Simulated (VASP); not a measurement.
# B17N15 (a cell with a defect) (B_N) in VASP: further runs

Runs on B17N15 (a cell with a defect) (B_N). Level: PBE. Tasks: single point.

Everything below comes from runs of VASP 6.6.1. Logs are shortened: lines on timing, memory, paths and dates and some standing lists are left out, and cuts for length are marked.

## Step 1: The cell of the first run

The cell holds a defect, 32 atoms: a = 6.277 Å, b = 6.277 Å, c = 6.277 Å, α = 109.47°, β = 109.47°, γ = 109.47°.

## Step 2: Single point, PBE

File INCAR:

```
SYSTEM = B17N15
ALGO = Normal
EDIFF = 1E-6
ENCUT = 520
GGA = PE
GGA_COMPAT = .FALSE.
ISIF = 2
ISMEAR = -1
LASPH = .TRUE.
LCHARG = .FALSE.
LREAL = Auto
LWAVE = .FALSE.
NBANDS = 85
NELM = 120
PREC = Accurate
SIGMA = 0.01
```

File KPOINTS:

```
Automatic mesh
0
Gamma
  1 1 1
  0.25 0.25 0.25
```

File POSCAR:

```
B17N15
1.0
   -3.6241103844      3.6241103844     -3.6241103844
    3.6241103844      3.6241103844      3.6241103844
    3.6241103844     -3.6241103844     -3.6241103844
B N
17 15
Direct
   -0.0013542582      0.0030932789      0.0012238574
   -0.0019564704      0.2503896393      0.7482480239
    0.0022358258      0.5048945858      0.5030071472
    0.0028343696      0.7527923563      0.2506454744
    0.2504513340      0.0004219008      0.7454737583
    0.2344964587      0.2504587039      0.4907370056
    0.2459654140      0.4977009201      0.2485412040
    0.2531099076      0.7486017444      0.0012244171
    0.5005085434     -0.0155157892      0.4907231841
    0.5003836160      0.2503252675      0.2176607260
    0.5004108298      0.5003393097     -0.0045756429
    0.5004299283      0.7480237884      0.7482606621
    0.7477599167     -0.0040918607      0.2485293975
    0.7503816779      0.2503821007     -0.0045260879
    0.7664488595      0.5163841596      0.7567027205
    0.7548987333      0.7521597244      0.5030062988
    0.5004060498      0.2504012785      0.5360769771
   -0.0084969693     -0.0023977900      0.2451266621
   -0.0009556565      0.2503848127     -0.0001694099
    0.0093683428      0.5065315116      0.7540517115
    0.0017924287      0.7517603415      0.5012135456
    0.2520015170      0.0019937445      0.0041405398
    0.2484174879      0.2503807083      0.7528616344
    0.2442997650      0.5032199060      0.4979516168
    0.2476440180      0.7414603438      0.2451270282
    0.5004161016     -0.0015987030      0.7528527575
    0.5003959107      0.4987369878      0.2525759939
    0.5004131180      0.7490120085     -0.0001478830
    0.7532427924     -0.0057732103      0.4979158643
    0.7488252050      0.2503932389      0.2525801463
    0.7524139765      0.5023759633      0.0048287256
    0.7565501284      0.7593201050      0.7540658160
```

Potentials or basis: VASP PAW PBE potentials, release 64 (B, N).

Launch:

```bash
> cat potpaw_PBE.64/B/POTCAR potpaw_PBE.64/N/POTCAR > POTCAR
> mpirun -np 1 vasp_std > vasp.out
```

OUTCAR:

```text
SYSTEM = B17N15
   EDIFF = 1E-6
   ENCUT = 520
   GGA = PE
   ISIF = 2
   ISMEAR = -1
   LASPH = .TRUE.
   LREAL = Auto
   NELM = 120
   PREC = Accurate

 ion  position               nearest neighbor table
   1  0.999  0.003  0.001-  32 1.53  19 1.55  18 1.56  22 1.59
   2  0.998  0.250  0.748-  23 1.56  20 1.57  29 1.57  19 1.58
   3  0.002  0.505  0.503-  24 1.53  21 1.55  20 1.56  30 1.59
   4  0.003  0.753  0.251-  31 1.56  25 1.57  18 1.57  21 1.58
   5  0.250  0.000  0.745-  21 1.55  23 1.56  26 1.56  22 1.62
   6  0.234  0.250  0.491-  24 1.55  18 1.55  17 1.60  23 1.62
[... 24 lines left out ...]
  31  0.752  0.502  0.005-  11 1.56  14 1.56   4 1.56  15 1.62
  32  0.757  0.759  0.754-   1 1.53  15 1.55  16 1.56  12 1.57

  LATTYP: Found a body centered cubic cell.
 ALAT       =     7.2482207688

  Lattice vectors:

 A1 = (  -3.6241103844,   3.6241103844,  -3.6241103844)
 A2 = (   3.6241103844,   3.6241103844,   3.6241103844)
 A3 = (   3.6241103844,  -3.6241103844,  -3.6241103844)

Analysis of symmetry for initial positions (statically):
=====================================================================
 Subroutine PRICEL returns:
 Original cell was already a primitive cell.

 Routine SETGRP: Setting up the symmetry group for a
 body centered cubic supercell.

 Subroutine GETGRP returns: Found  1 space group operations
 (whereof  1 operations were pure point group operations)
 out of a pool of 48 trial point group operations.

The static configuration has the point symmetry C_1 .

Analysis of symmetry for dynamics (positions and initial velocities):
=====================================================================
 Subroutine PRICEL returns:
 Original cell was already a primitive cell.

 Routine SETGRP: Setting up the symmetry group for a
 body centered cubic supercell.

 Subroutine GETGRP returns: Found  1 space group operations
 (whereof  1 operations were pure point group operations)
 out of a pool of 48 trial point group operations.

The dynamic configuration has the point symmetry C_1 .

 Subroutine INISYM returns: Found  1 space group operations
 (whereof  1 operations are pure point group operations),
 and found     1 'primitive' translations

----------------------------------------------------------------------------------------

                                     Primitive cell

  volume of cell :     190.3988

  direct lattice vectors                    reciprocal lattice vectors
    -3.624110384  3.624110384 -3.624110384     0.000000000  0.137964893 -0.137964893
     3.624110384  3.624110384  3.624110384     0.137964893  0.137964893  0.000000000
     3.624110384 -3.624110384 -3.624110384     0.137964893  0.000000000 -0.137964893

  length of vectors
     6.277143318  6.277143318  6.277143318     0.195111822  0.195111822  0.195111822

  position of ions in fractional coordinates (direct lattice)
     0.998645742  0.003093279  0.001223857
     0.998043530  0.250389639  0.748248024
     0.002235826  0.504894586  0.503007147
     0.002834370  0.752792356  0.250645474
     0.250451334  0.000421901  0.745473758
     0.234496459  0.250458704  0.490737006
[... 24 lines left out ...]
     0.752413977  0.502375963  0.004828726
     0.756550128  0.759320105  0.754065816

  ion indices of the primitive-cell ions
   primitive index   ion index
                 1           1
                 2           2
                 3           3
                 4           4
                 5           5
                 6           6
[... 24 lines left out ...]
                31          31
                32          32

----------------------------------------------------------------------------------------

 KPOINTS: Automatic mesh

Automatic generation of k-mesh.
 Grid dimensions read from file:
 generate k-points for:    1    1    1

 Generating k-lattice:

  Cartesian coordinates                     Fractional coordinates (reciprocal lattice)
     0.000000000  0.137964893 -0.137964893     1.000000000  0.000000000  0.000000000
     0.137964893  0.137964893  0.000000000     0.000000000  1.000000000  0.000000000
     0.137964893  0.000000000 -0.137964893     0.000000000  0.000000000  1.000000000

  Length of vectors
     0.195111822  0.195111822  0.195111822

  Shift w.r.t. Gamma in fractional coordinates (k-lattice)
     0.250000000  0.250000000  0.250000000

 Subroutine IBZKPT returns following result:
 ===========================================

 Found      1 irreducible k-points:

 Following reciprocal coordinates:
            Coordinates               Weight
  0.250000  0.250000  0.250000      2.000000
   k-points           NKPTS =      1   k-points in BZ     NKDIM =      1   number of bands    NBANDS=     85
   number of dos      NEDOS =    301   number of ions     NIONS =     32
   total plane-waves  NPLWV = 110592
   dimension x,y,z NGX =    48 NGY =   48 NGZ =   48
   dimension x,y,z NGXF=    96 NGYF=   96 NGZF=   96
   ions per type =              17  15
   NGX,Y,Z   is equivalent  to a cutoff of  12.71, 12.71, 12.71 a.u.
   NGXF,Y,Z  is equivalent  to a cutoff of  25.42, 25.42, 25.42 a.u.
 SYSTEM =  B17N15
   PREC   = accura    normal or accurate (medium, high low for compatibility)
   ISTART =      0    job   : 0-new  1-cont  2-samecut
   ICHARG =      2    charge: 1-file 2-atom 10-const
   ISPIN  =      1    spin polarized calculation?
   LNONCOLLINEAR =      F non collinear calculations
   LSORBIT =      F    spin-orbit coupling
   LASPH  =      T    aspherical Exc in radial PAW
   ENCUT  =  520.0 eV  38.22 Ry    6.18 a.u.  11.67 11.67 11.67*2*pi/ulx,y,z
   NELM   =    120;   NELMIN=  2; NELMDL= -5     # of ELM steps
   EDIFF  = 0.1E-05   stopping-criterion for ELM
   LREAL  =      T    real-space projection
   EDIFFG = 0.1E-04   stopping-criterion for IOM
   NSW    =      0    number of steps for IOM
   IBRION =     -1    ionic relax: 0-MD 1-quasi-New 2-CG
   NFREE  =      0    steps in history (QN), initial steepest desc. (CG)
   ISIF   =      2    stress and relaxation
   ISYM   =      2    0-nonsym 1-usesym 2-fastsym
   POTIM  = 0.5000    time-step for ionic-motion
   TEBEG  =    0.0;   TEEND  =   0.0 temperature during run
   PSTRESS=    0.0 pullay stress
   NELECT =     126.0000    total number of electrons
   NUPDOWN=      -1.0000    fix difference up-down
   EMIN   =  10.00;   EMAX   =-10.00  energy-range for DOS
   EFERMI =   0.00;   METHOD = LEGACY
   ISMEAR =    -1;   SIGMA  =   0.01  broadening in eV -4-tet -1-fermi 0-gaus
   EFERMI_NEDOS =   21; number of points for ismear=-14 and -15
   IALGO  =     38    algorithm
   IMIX   =      4    mixing-type and parameters
     AMIX     =   0.40;   BMIX     =  1.00
     AMIX_MAG =   1.60;   BMIX_MAG =  1.00
  volume/ion in A,a.u.               =       5.95        40.15
  Fermi-wavevector in a.u.,A,eV,Ry     =   1.426626  2.695933 27.691434  2.035263
  Thomas-Fermi vector in A             =   2.546883
   LORBIT       =      0    0 simple, 1 ext, 2 COOP (PROOUT), +10 PAW based schemes
   GGA     = PE    functional components
   LHFCALC =     F    Hartree Fock is set to
   AEXX    =    0.0000 exact exchange contribution
   IVDW    =     0    specifies the selected vdW correction
   LEPSILON=     F    determine dielectric tensor
   LRPA    =     F    only Hartree local field effects (RPA)
 non-spin polarized calculation
  energy-cutoff  :      520.00
  volume of cell :      190.40
 maximum number of plane-waves:      5072
 NGX is ok and might be reduce to    48
   NGX = 23   NGY = 23   NGZ = 23

 number of electron     126.0000006 magnetization

 Free energy of the ion-electron system (eV)
  ---------------------------------------------------
  ext. energy  EPLUGINS =         0.00000000
  ---------------------------------------------------
  free energy    TOTEN  =      -269.15178756 eV

  energy without entropy =     -269.15178756  energy(sigma->0) =     -269.15178756

 E-fermi :   8.4615     XC(G=0): -12.7639

 val. band max:        8.2010269339   @ k =   0.2500   0.2500   0.2500
 cond. band min:       9.3404966198   @ k =   0.2500   0.2500   0.2500
 fundamental gap:      1.1394696858
 Fermi energy:         8.4614873915

 k-point     1 :       0.2500    0.2500    0.2500
  band No.  band energies     occupation
      1     -11.7191      2.00000
      2     -11.5615      2.00000
      3     -11.5613      2.00000
      4     -10.9419      2.00000
      5      -8.6062      2.00000
      6      -8.6051      2.00000
[... 67 lines left out ...]
     74      15.2681      0.00000
     75      15.2700      0.00000
 [bands above 75 left out]

------------------------ aborting loop because EDIFF is reached ----------------------------------------

  FORCE on cell =-STRESS in cart. coord.  units (eV):
  Direction    XX          YY          ZZ          XY          YZ          ZX
  --------------------------------------------------------------------------------------
  -------------------------------------------------------------------------------------
  Total       12.0428982     12.0288444     12.0299444      3.2991301     -3.3094159      3.3073696
  in kB      101.3391726    101.2209118    101.2301685     27.7616823    -27.8482359     27.8310167
  external PRESSURE =     101.2634176 kB  Pullay stress =       0.0000000 kB

 VOLUME and BASIS-vectors are now :
 -----------------------------------------------------------------------------
  energy-cutoff  :      520.00
  volume of cell :      190.40
      direct lattice vectors                 reciprocal lattice vectors
    -3.624110384  3.624110384 -3.624110384     0.000000000  0.137964893 -0.137964893
     3.624110384  3.624110384  3.624110384     0.137964893  0.137964893  0.000000000
     3.624110384 -3.624110384 -3.624110384     0.137964893  0.000000000 -0.137964893

 POSITION                                       TOTAL-FORCE (eV/Angst)
 -----------------------------------------------------------------------------------
     -3.60356      3.62598     -3.61243        -0.007569      0.015324     -0.008237
      0.00215      1.81273     -5.42131        -0.000794      0.000630     -0.002559
      3.64464      0.01494     -0.00126        -0.005940     -0.015914      0.018061
      3.62630      1.83011      1.80956        -0.001531     -0.003297      0.002007
      1.79554     -1.79249     -3.60781         0.012436     -0.006113     -0.011873
      1.83633     -0.02095     -1.72064         0.006264     -0.017941      0.018173
[... 24 lines left out ...]
     -0.88867      4.53000     -0.92367        -0.002100      0.010543      0.001536
      2.74286      2.76086     -2.72278        -0.006084     -0.012889     -0.003222
 -----------------------------------------------------------------------------------
    total drift:                                0.003666     -0.002620     -0.004651

  FREE ENERGIE OF THE ION-ELECTRON SYSTEM (eV)
  ---------------------------------------------------
  free  energy   TOTEN  =      -269.1517875566 eV

  energy  without entropy=     -269.1517875566  energy(sigma->0) =     -269.15178756
```

It took 68 s on 1 thread of Intel Xeon Platinum 8259CL at 2.50GHz (Skylake/Cascade Lake), shared host; peak memory 0.32 GiB.

What came out:

```
Free energy            : -269.1518 eV
Pressure               : 10.1 GPa
Largest force          : 0.029 eV/Å
Band gap on the k mesh : 1.14 eV
```

Forces in eV/Å, atoms in the order of the input:
```
B   -0.008  0.015 -0.008
B   -0.001  0.001 -0.003
B   -0.006 -0.016  0.018
B   -0.002 -0.003  0.002
B    0.012 -0.006 -0.012
B    0.006 -0.018  0.018
B   -0.017  0.006 -0.007
B    0.009  0.018  0.008
B   -0.020 -0.020 -0.005
B    0.012 -0.001 -0.009
B    0.008 -0.013 -0.015
B    0.001  0.000  0.000
B    0.012  0.005  0.019
B    0.011 -0.008 -0.005
B    0.008  0.008 -0.001
B   -0.018 -0.013  0.007
B   -0.005  0.015 -0.002
N    0.002  0.009 -0.018
N    0.002  0.001 -0.006
N    0.002 -0.017  0.005
N   -0.002 -0.003  0.002
N   -0.016 -0.019  0.008
N   -0.006  0.010  0.012
N   -0.010  0.000 -0.015
N    0.019  0.008 -0.003
N   -0.011  0.009  0.004
N    0.015  0.019  0.013
N    0.003  0.005  0.001
N    0.022  0.001  0.009
N   -0.016  0.012 -0.015
N   -0.002  0.011  0.002
N   -0.006 -0.013 -0.003
```

Stress tensor (GPa, compression positive):
```
10.13  2.78  2.78
 2.78 10.12 -2.78
 2.78 -2.78 10.12
```

Levels at points of the mesh, in eV from the valence-band top:
| k point | band 61 | band 62 | band 63 | band 64 | band 65 | band 66 |
| --- | --- | --- | --- | --- | --- | --- |
| (0.25, 0.25, 0.25) | -2.10 | 0.00 | 0.00 | 1.14 | 5.78 | 6.33 |

Caveat: the k points lie up to 1.23 Å⁻¹ apart.

[end of part 1 of 2]
